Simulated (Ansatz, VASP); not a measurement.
# YN: VASP beside Ansatz

File INCAR:

```
SYSTEM = YN
  PREC = Accurate
  ENCUT = 600
  EDIFF = 1E-7
  ISMEAR = 0
  SIGMA = 0.1
  LREAL = .False.
  LASPH = .True.
  NELM = 120
  ALGO = Normal
  ISIF = 3
  LWAVE = .False.
  LCHARG = .False.
  GGA = CA
  IBRION = 2
  NSW = 100
  EDIFFG = -0.002
  GGA_COMPAT = .False.
  NELMIN = 4
```

The input KPOINTS:

```
Automatic mesh
0
Gamma
  16 16 16
  0 0 0
```

Contents of POSCAR:

```
YN
1.0
    0.0000000000      2.4100689743      2.4100689743
    2.4100689743      0.0000000000      2.4100689743
    2.4100689743      2.4100689743      0.0000000000
Y N
1 1
Direct
    0.0000000000      0.0000000000      0.0000000000
    0.5000000000      0.5000000000      0.5000000000
```

Input for Ansatz:

```yaml
crystal:
  lattice:
    - [0.0, 2.4100689743, 2.4100689743]
    - [2.4100689743, 0.0, 2.4100689743]
    - [2.4100689743, 2.4100689743, 0.0]
  atoms:
    - { symbol: "Y", position: [0.0, 0.0, 0.0] }
    - { symbol: "N", position: [0.5, 0.5, 0.5] }
basis:
  ecutwfc: 420
kpoints:
  mp_grid: { grid: [16, 16, 16] }
hamiltonian:
  xc: lda
  pseudopotentials: { kind: paw, azcp: { folder: soft_1 } }
scf:
  occupations: { method: gaussian, width: 0.1 }
output:
  forces: true
  stress: true
  eigenvalues: true
  write_density: true
  write_potential: true
  elf: true
  volumetric_format: npy
relax:
  adjacent_minimum: "off"
  f_tol: 0.002
  max_steps: 80
  cell: { stress_tol: 0.02 }
```

Alike in both runs: task relaxation of cell and atoms; functional LDA; k mesh 16 × 16 × 16; occupations gaussian, width 0.1 eV; no spin polarisation.

```csv
,VASP,Ansatz
version,VASP 6.6.1,Ansatz 0.2.0
potentials or method,"VASP PAW LDA potentials, release 64 (Y_sv, N), cutoff 600 eV","scalar-relativistic, plane waves, PAW"
valence electrons in the cell,16,16
```

Ansatz gave:

```
relaxed volume (Å³/atom)                                        : 14.00
relaxed length of the cell vector where the two differ most in proportion (Å) : 3.408
```

**Question.** Estimate VASP's values.

**Answer.** Relaxed volume (Å³/atom): 14.00; relaxed length of the cell vector where the two differ most in proportion (Å): 3.409.

Ansatz warns that its potentials were made for another functional, while VASP's fit it. LDA's correlation is that of Perdew and Zunger in VASP and of Perdew and Wang (1992) in Ansatz.
